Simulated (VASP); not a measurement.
Wanted: the native input for a VASP 6.6.1 run.

| Property | Result |
| --- | --- |
| Task | single point |
| Functional | BLYP |
| Potentials or basis | VASP PAW PBE potentials, release 64 (C) |
| Cutoff | 520 eV |
| k mesh | 8 × 8 × 8 |
| Occupations | fermi-dirac, width 0.05 eV |
| Spin | no spin polarisation |
| Dipole correction | no |
| Further INCAR settings | ALGO = Normal; EDIFF = 1e-07; NBANDS = 11 |

The structure of C lies in POSCAR:

```
C
1.0
    0.0000000000      1.7987273401      1.7987273401
    1.7987273401      0.0000000000      1.7987273401
    1.7987273401      1.7987273401      0.0000000000
C
2
Direct
    0.5000000000      0.5000000000      0.5000000000
    0.7500000000      0.7500000000      0.7500000000
```

One way to write it, as run:

INCAR

```
SYSTEM = C
AGGAC    = 1.0          
AGGAX    = 1.0          
ALDAC    = 0.0          
ALDAX    = 1.0          
ALGO     = Normal         ! electronic algorithm
EDIFF    = 1E-7           ! SCF threshold, eV
ENCUT    = 520            ! plane-wave cutoff, eV
GGA      = B5             ! functional
ISIF     = 2              ! what is computed and relaxed
ISMEAR   = -1             ! smearing method
LASPH    = .TRUE.         ! aspherical terms in the spheres
LCHARG   = .FALSE.        ! write CHGCAR
LREAL    = .FALSE.        ! projectors in reciprocal space
LWAVE    = .FALSE.        ! write WAVECAR
NBANDS   = 11             ! bands
NELM     = 80             ! most SCF steps
PREC     = Accurate       ! precision mode
SIGMA    = 0.05           ! smearing width, eV
```

KPOINTS

```
k-points
0
G
  8 8 8
  0 0 0
```

Potentials or basis: VASP PAW PBE potentials, release 64 (C).

Launch:

```sh
$ cat potpaw_PBE.64/C/POTCAR > POTCAR
$ mpirun -np 1 vasp_std > vasp.out
```

It gave:

```
Pressure               : 0.7 GPa
Band gap on the k mesh : 4.39 eV, indirect (least direct gap 5.67 eV)
```

Caveat: the PAW data sets were made with another functional, which shifts forces and pressure a little.

It took 5.7 s on 1 thread of AMD EPYC 7R13 Processor (Zen 3), on a shared host, peak memory 0.08 GiB.
